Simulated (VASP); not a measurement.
# GaTe3O2 (P4mm) in VASP: a series of runs

The runs below take GaTe3O2 through relaxation of cell and atoms, single point, with PBE.

Program: VASP 6.6.1. These are calculated values, not measurements. Logs are shortened: lines on timing, memory, paths and dates and some standing lists are left out, and cuts for length are marked.

## Step 1: The cell of the first run

It takes space group P4mm (No. 99, tetragonal). Conventional cell: a = 5.464 Å, b = 5.464 Å, c = 5.786 Å, α = 90.00°, β = 90.00°, γ = 90.00°. Within 3.6 Å of Ga (site symmetry 4mm) lie 4 Te at 2.74 Å and 4 O at 3.51 Å. Te (site symmetry 2mm) has 1 O at 1.96 Å within 2.6 Å. Within 3.6 Å of Te (site symmetry 4mm) lie 4 O at 2.73 Å and 4 Te at 3.32 Å. Within 2.6 Å of O (site symmetry 2mm) lie 1 Te at 1.96 Å.

The cell was generated, and may not be a known phase.

## Step 2: Relaxation of cell and atoms, PBE

File INCAR:

```
SYSTEM = GaTe3O2
PREC = Accurate ; ENCUT = 600
EDIFF = 1E-6 ; ISMEAR = 0
SIGMA = 0.1 ; LREAL = .False.
LASPH = .True. ; NELM = 100
ALGO = Normal ; ISIF = 3
LWAVE = .False. ; LCHARG = .False.
GGA = PE ; IBRION = 2
NSW = 90 ; EDIFFG = -0.04
```

File KPOINTS:

```
Automatic mesh
0
Gamma
  4 4 4
  0 0 0
```

File POSCAR:

```
GaTe3O2
1.0
    5.4642920800      0.0000000000      0.0000000000
    0.0000000000      5.4642920800      0.0000000000
    0.0000000000      0.0000000000      5.7859842100
Ga Te O
1 3 2
Direct
    0.0000000000      0.0000000000      0.6264596000
    0.5000000000      0.0000000000      0.5845812100
    0.0000000000      0.5000000000      0.5845812100
    0.5000000000      0.5000000000      0.2580058200
    0.5000000000      0.0000000000      0.2451157000
    0.0000000000      0.5000000000      0.2451157000
```

Potentials or basis: VASP PAW PBE potentials, release 64 (Ga_d, Te, O).

Started as:

```
$ cat potpaw_PBE.64/Ga_d/POTCAR potpaw_PBE.64/Te/POTCAR potpaw_PBE.64/O/POTCAR > POTCAR
$ mpirun -np 1 vasp_std > vasp.out
```

OUTCAR:

```text
SYSTEM = GaTe3O2
   PREC = Accurate
   ENCUT = 600
   EDIFF = 1E-6
   ISMEAR = 0
   LREAL = .False.
   LASPH = .True.
   NELM = 100
   ISIF = 3
   GGA = PE
   IBRION = 2
   NSW = 90
   EDIFFG = -0.04

 ion  position               nearest neighbor table
   1  0.000  0.000  0.626-   2 2.74   3 2.74   3 2.74   2 2.74
   2  0.500  0.000  0.585-   5 1.96   1 2.74   1 2.74   4 3.32   4 3.32
   3  0.000  0.500  0.585-   6 1.96   1 2.74   1 2.74   4 3.32   4 3.32
   4  0.500  0.500  0.258-   5 2.73   6 2.73   5 2.73   6 2.73   2 3.32   2 3.32   3 3.32   3 3.32

   5  0.500  0.000  0.245-   2 1.96   4 2.73   4 2.73
   6  0.000  0.500  0.245-   3 1.96   4 2.73   4 2.73

  LATTYP: Found a simple tetragonal cell.
 ALAT       =     5.4642920800
 C/A-ratio  =     1.0588716938

  Lattice vectors:

 A1 = (   5.4642920800,   0.0000000000,   0.0000000000)
 A2 = (   0.0000000000,   5.4642920800,   0.0000000000)
 A3 = (   0.0000000000,   0.0000000000,   5.7859842100)

Analysis of symmetry for initial positions (statically):
=====================================================================
 Subroutine PRICEL returns:
 Original cell was already a primitive cell.

 Routine SETGRP: Setting up the symmetry group for a
 simple tetragonal supercell.

 Subroutine GETGRP returns: Found  8 space group operations
 (whereof  8 operations were pure point group operations)
 out of a pool of 16 trial point group operations.

The static configuration has the point symmetry C_4v.

Analysis of symmetry for dynamics (positions and initial velocities):
=====================================================================
 Subroutine PRICEL returns:
 Original cell was already a primitive cell.

 Routine SETGRP: Setting up the symmetry group for a
 simple tetragonal supercell.

 Subroutine GETGRP returns: Found  8 space group operations
 (whereof  8 operations were pure point group operations)
 out of a pool of 16 trial point group operations.

The dynamic configuration has the point symmetry C_4v.

 Subroutine INISYM returns: Found  8 space group operations
 (whereof  8 operations are pure point group operations),
 and found     1 'primitive' translations

----------------------------------------------------------------------------------------

                                     Primitive cell

  volume of cell :     172.7607

  direct lattice vectors                    reciprocal lattice vectors
     5.464292080  0.000000000  0.000000000     0.183006323  0.000000000  0.000000000
     0.000000000  5.464292080  0.000000000     0.000000000  0.183006323  0.000000000
[... 104 lines left out ...]
   IMIX   =      4    mixing-type and parameters
     AMIX     =   0.40;   BMIX     =  1.00
     AMIX_MAG =   1.60;   BMIX_MAG =  1.00
  volume/ion in A,a.u.               =      28.79       194.31
  Fermi-wavevector in a.u.,A,eV,Ry     =   1.029791  1.946024 14.428577  1.060471
  Thomas-Fermi vector in A             =   2.163857
   LORBIT       =      0    0 simple, 1 ext, 2 COOP (PROOUT), +10 PAW based schemes
   GGA     = PE    functional components
   LHFCALC =     F    Hartree Fock is set to
   AEXX    =    0.0000 exact exchange contribution
   IVDW    =     0    specifies the selected vdW correction
   LEPSILON=     F    determine dielectric tensor
   LRPA    =     F    only Hartree local field effects (RPA)
 conjugate gradient relaxation of ions
 non-spin polarized calculation
 Gauss-broadening in eV      SIGMA  =   0.10
  energy-cutoff  :      600.00
  volume of cell :      172.76
 maximum number of plane-waves:      5816
 NGX is ok and might be reduce to    48
   NGX = 21   NGY = 21   NGZ = 23

--------------------------------------- Ionic step        1  -------------------------------------------

 number of electron      43.0000001 magnetization

 Free energy of the ion-electron system (eV)
  ---------------------------------------------------
  ext. energy  EPLUGINS =         0.00000000
  ---------------------------------------------------
  free energy    TOTEN  =       -21.27546171 eV

  energy without entropy =      -21.24814371  energy(sigma->0) =      -21.26180271

------------------------ aborting loop because EDIFF is reached ----------------------------------------

  FORCE on cell =-STRESS in cart. coord.  units (eV):
  Direction    XX          YY          ZZ          XY          YZ          ZX
  --------------------------------------------------------------------------------------
  -------------------------------------------------------------------------------------
  Total       -0.0179825     -0.0179825     -2.4317597      0.0000000      0.0000000      0.0000000
  in kB       -0.1667695     -0.1667695    -22.5520578      0.0000000      0.0000000      0.0000000
  external PRESSURE =      -7.6285323 kB  Pullay stress =       0.0000000 kB
[... 101 lines left out ...]
  FREE ENERGIE OF THE ION-ELECTRON SYSTEM (eV)
  ---------------------------------------------------
  free  energy   TOTEN  =       -21.4620199417 eV

  energy  without entropy=      -21.4474897750  energy(sigma->0) =      -21.45475486

 E-fermi :   4.8280     XC(G=0):  -9.1921

 val. band max:        4.8279783847   @ k =   0.0000   0.0000   0.0000
 cond. band min:       4.8495228003   @ k =   0.5000   0.5000   0.2500
 fundamental gap:      0.0215444156
 Fermi energy:         4.8280039593

 k-point     1 :       0.0000    0.0000    0.0000
  band No.  band energies     occupation
      1     -13.6319      2.00000
      2     -13.5182      2.00000
      3     -10.1523      2.00000
      4     -10.1048      2.00000
      5     -10.1048      2.00000
      6     -10.0580      2.00000
[... 493 lines left out ...]
     24       5.5380      0.00000
     25       7.0114      0.00000

[... ionic steps 4 to 66 ...]

--------------------------------------- Ionic step       67  -------------------------------------------

 number of electron      42.9999993 magnetization

------------------------ aborting loop because EDIFF is reached ----------------------------------------
[... 75 lines left out ...]
--------------------------------------- Ionic step       69  -------------------------------------------

 number of electron      42.9999992 magnetization

 Free energy of the ion-electron system (eV)
  ---------------------------------------------------
  ext. energy  EPLUGINS =         0.00000000
  ---------------------------------------------------
  free energy    TOTEN  =       -23.35887250 eV

  energy without entropy =      -23.35187650  energy(sigma->0) =      -23.35537450

 E-fermi :   4.1996     XC(G=0):  -8.9431

 val. band max:        4.1749470541   @ k =   0.2500   0.2500   0.0000
 cond. band min:       4.2383888519   @ k =   0.0000   0.0000   0.0000
 fundamental gap:      0.0634417978
 Fermi energy:         4.1995741660

 k-point     1 :       0.0000    0.0000    0.0000
  band No.  band energies     occupation
      1     -13.9502      2.00000
      2     -13.8578      2.00000
      3     -10.6997      2.00000
      4     -10.6515      2.00000
      5     -10.6515      2.00000
      6     -10.5998      2.00000
[... 526 lines left out ...]
  FREE ENERGIE OF THE ION-ELECTRON SYSTEM (eV)
  ---------------------------------------------------
  free  energy   TOTEN  =       -23.3588725017 eV

  energy  without entropy=      -23.3518765004  energy(sigma->0) =      -23.35537450

 reached required accuracy - stopping structural energy minimisation
```

OSZICAR:

```text
N       E                     dE             d eps       ncg     rms          rms(c)
DAV:   1     0.385741848105E+03    0.38574E+03   -0.19776E+04   908   0.187E+03
DAV:   2     0.362797018479E+02   -0.34946E+03   -0.34435E+03  1076   0.423E+02
[... 667 lines left out ...]
DAV:   1    -0.233546877491E+02   -0.22738E-03   -0.41584E-02   906   0.153E+00    0.189E-01
DAV:   2    -0.233546060851E+02    0.81664E-04   -0.28349E-03  1125   0.408E-01    0.571E-02
DAV:   3    -0.233545576231E+02    0.48462E-04   -0.57008E-04  1204   0.120E-01    0.435E-02
DAV:   4    -0.233545382176E+02    0.19406E-04   -0.64993E-05  1058   0.438E-02    0.161E-02
DAV:   5    -0.233545304699E+02    0.77477E-05   -0.15891E-05  1129   0.252E-02    0.140E-02
DAV:   6    -0.233545299433E+02    0.52657E-06   -0.16128E-06   482   0.934E-03
  63 F= -.23354530E+02 E0= -.23349592E+02  d E =-.654703E
```

CONTCAR:

```text
GaTe3O2
   1.00000000000000
     5.9764655093389676    0.0000000000000000    0.0000000000000000
     0.0000000000000000    5.9764655093389676    0.0000000000000000
     0.0000000000000000    0.0000000000000000    4.2202661508755170
  Ga              Te              O
     1     3     2
Direct
     0.0000000000000000    0.0000000000000000    0.6617545715738856
     0.5000000000000000    0.0000000000000000    0.6230517152322259
     0.0000000000000000    0.5000000000000000    0.6230517152322259
     0.5000000000000000    0.5000000000000000    0.4669104315582948
     0.5000000000000000    0.0000000000000000    0.0845454032016859
     0.0000000000000000    0.5000000000000000    0.0845454032016860

  0.00000000E+00  0.00000000E+00  0.00000000E+00
  0.00000000E+00  0.00000000E+00  0.00000000E+00
  0.00000000E+00  0.00000000E+00  0.00000000E+00
  0.00000000E+00  0.00000000E+00  0.00000000E+00
  0.00000000E+00  0.00000000E+00  0.00000000E+00
  0.00000000E+00  0.00000000E+00  0.00000000E+00
```

Wall time 33 min (1 thread of Intel Xeon 6975P-C (Granite Rapids), shared host); peak memory 0.44 GiB.

What came out:

```yaml
Free_energy: -23.3589 eV
Relaxed_volume: 25.12 Å³/atom
Relaxed_cell: a = 5.976 Å, b = 5.976 Å, c = 4.220 Å, α = 90.00°, β = 90.00°, γ = 90.00°
Space_group_after_relaxing_to_0.1_Å: P4mm (No. 99)
Energy_gained_by_relaxing: 347.2 meV/atom
Ionic_steps: 69
Pressure_after_relaxing: 0.1 GPa
Largest_force_after_relaxing: 0.033 eV/Å
Band_gap_on_the_k_mesh: zero (an odd number of electrons rules out a gap without spin polarisation)
```

Forces on the atoms (eV/Å):
```
Ga   0.000  0.000 -0.033
Te   0.000  0.000  0.001
Te   0.000  0.000  0.001
Te   0.000  0.000 -0.003
O    0.000  0.000  0.017
O    0.000  0.000  0.017
```

Step by step:
```tsv
step	energy change (eV)	largest force (eV/Å)	pressure (GPa)	volume (Å³)
1	0.0000	0.5755	-0.76	172.76
3	-0.1866	2.1320	2.80	159.07
5	-0.2283	2.1236	2.87	158.01
7	-0.4108	2.1383	3.39	153.24
9	-0.7213	3.3735	9.64	133.68
11	-1.1163	1.9065	8.53	129.73
13	-1.0588	2.1272	9.31	129.11
15	-1.0896	1.8647	10.10	127.42
17	-1.5278	0.6420	2.18	136.30
19	-1.5372	0.6331	1.06	137.99
21	-1.5854	0.6790	0.78	139.13
23	-1.7300	0.9340	0.54	144.13
25	-1.7328	0.9760	0.68	144.98
27	-1.8352	0.8581	0.04	148.48
29	-1.9747	0.5280	-0.92	155.71
31	-2.0336	0.3061	-0.98	155.39
33	-2.0528	0.0589	0.14	153.22
35	-2.0533	0.0600	0.05	153.41
37	-2.0563	0.0649	-0.05	154.44
39	-2.0568	0.0660	-0.17	155.08
41	-2.0579	0.0663	-0.08	154.70
43	-2.0582	0.0677	-0.13	154.45
45	-2.0586	0.0761	0.09	154.03
47	-2.0615	0.0772	0.15	153.39
49	-2.0677	0.0981	0.55	150.53
51	-2.0694	0.0947	0.45	150.56
53	-2.0710	0.1707	-0.05	150.67
55	-2.0722	0.1327	0.09	150.71
57	-2.0761	0.0587	-0.03	151.41
59	-2.0764	0.0319	-0.10	151.65
61	-2.0784	0.0801	-0.19	151.39
63	-2.0791	0.0690	0.04	150.90
65	-2.0804	0.0635	0.02	150.95
67	-2.0829	0.0472	-0.03	151.15
69	-2.0834	0.0326	0.06	150.74
```

Final structure:
```cif
data_structure
_symmetry_space_group_name_H-M 'P 1'
_symmetry_Int_Tables_number 1
_cell_length_a 5.9765
_cell_length_b 5.9765
_cell_length_c 4.2203
_cell_angle_alpha 90.000
_cell_angle_beta 90.000
_cell_angle_gamma 90.000
_cell_volume 150.74
loop_
_atom_site_label
_atom_site_type_symbol
_atom_site_fract_x
_atom_site_fract_y
_atom_site_fract_z
_atom_site_occupancy
Ga1 Ga 0.00000 0.00000 0.66175 1
Te1 Te 0.50000 0.00000 0.62305 1
Te2 Te 0.00000 0.50000 0.62305 1
Te3 Te 0.50000 0.50000 0.46691 1
O1 O 0.50000 0.00000 0.08455 1
O2 O 0.00000 0.50000 0.08455 1
```

Levels at points of the mesh, in eV from the Fermi level:
```tsv
k point	band 18	band 19	band 20	band 21	band 22	band 23	band 24	band 25
(0.00, 0.00, 0.00)	-1.20	-1.20	-0.28	-0.28	0.04	3.25	3.37	3.37
(0.50, 0.00, 0.00)	-1.17	-0.79	-0.67	-0.55	1.00	1.46	2.83	3.27
(0.50, 0.50, 0.00)	-1.05	-0.85	-0.85	0.62	0.85	1.36	1.70	1.93
(0.00, 0.00, 0.50)	-2.24	-1.83	-1.83	-1.17	-0.85	0.65	2.75	3.32
(0.50, 0.00, 0.50)	-1.96	-1.52	-1.16	-0.63	-0.58	0.83	1.35	2.17
(0.50, 0.50, 0.50)	-1.16	-1.01	-0.77	-0.16	-0.16	0.18	0.77	2.02
```

Caveat: a cell axis changed by over 15 % at a fixed basis, so the end point is rough; spin-orbit coupling is left out, which moves the levels of the heavy elements; an odd number of electrons without spin polarisation forces a metal; a magnetic or distorted state may lie lower.

## Step 3: Single point, PBE

This run uses another cell than the first one, of 25.50 Å³/atom.

File INCAR:

```
SYSTEM = GaTe3O2
PREC = Accurate
ENCUT = 520
EDIFF = 1E-7
ISMEAR = 0
SIGMA = 0.1
LREAL = .False.
LASPH = .True.
NELM = 100
ALGO = Normal
ISIF = 2
LWAVE = .False.
LCHARG = .False.
GGA = PE
NBANDS = 30
```

File KPOINTS:

```
regular mesh
0
Gamma
  6 6 10
  0 0 0
```

File POSCAR:

```
GaTe3O2
1.0
    5.9924788307      0.0000000000      0.0000000000
    0.0000000000      5.9924788307      0.0000000000
    0.0000000000      0.0000000000      4.2613406014
Ga Te O
1 3 2
Direct
    0.0000000000      0.0000000000      0.6405667048
    0.5000000000      0.0000000000      0.6293482226
    0.0000000000      0.5000000000      0.6293482226
    0.5000000000      0.5000000000      0.4794963940
    0.5000000000      0.0000000000      0.0825498481
    0.0000000000      0.5000000000      0.0825498481
```

Potentials or basis: VASP PAW PBE potentials, release 64 (Ga_d, Te, O).

Started as:

```
$ cat potpaw_PBE.64/Ga_d/POTCAR potpaw_PBE.64/Te/POTCAR potpaw_PBE.64/O/POTCAR > POTCAR
$ mpirun -np 1 vasp_std > vasp.out
```

It took 2.5 min on 1 thread of Intel Xeon 6975P-C (Granite Rapids), shared host; peak memory 0.42 GiB.

It converged, with:

```
Free energy            : -23.3338 eV
Pressure               : 0.0 GPa
Largest force          : 0.079 eV/Å
Band gap on the k mesh : zero (an odd number of electrons rules out a gap without spin polarisation)
```

Forces in eV/Å, atoms in the order of the input:
```
Ga   0.000  0.000  0.002
Te   0.000  0.000 -0.079
Te   0.000  0.000 -0.079
Te   0.000  0.000  0.002
O    0.000  0.000  0.076
O    0.000  0.000  0.076
```

Stress tensor (GPa, compression positive):
```
-0.02  0.00  0.00
 0.00 -0.02  0.00
 0.00  0.00 -0.11
```

Levels at points of the mesh, in eV from the Fermi level:
| k point | band 19 | band 20 | band 21 | band 22 | band 23 | band 24 | band 25 | band 26 |
| --- | --- | --- | --- | --- | --- | --- | --- | --- |
| (0.00, 0.00, 0.00) | -1.33 | -0.44 | -0.44 | -0.04 | 3.02 | 3.30 | 3.30 | 3.53 |
| (0.50, 0.00, 0.00) | -0.88 | -0.72 | -0.70 | 0.83 | 1.36 | 2.68 | 2.97 | 3.39 |
| (0.50, 0.50, 0.00) | -0.92 | -0.92 | 0.47 | 0.68 | 1.30 | 1.50 | 1.80 | 1.80 |
| (0.00, 0.00, 0.50) | -1.88 | -1.88 | -1.44 | -1.08 | 0.47 | 2.63 | 3.30 | 3.30 |
| (0.50, 0.00, 0.50) | -1.69 | -1.22 | -0.76 | -0.72 | 0.68 | 1.22 | 2.11 | 2.98 |
| (0.50, 0.50, 0.50) | -0.99 | -0.83 | -0.26 | -0.26 | 0.04 | 0.78 | 1.70 | 1.70 |

Caveat: spin-orbit coupling is left out, which moves the levels of the heavy elements; an odd number of electrons without spin polarisation forces a metal; a magnetic or distorted state may lie lower.

(Continued in part 2 of 2.)

The gap in the log of VASP goes by the Fermi energy; the results here count the filled bands.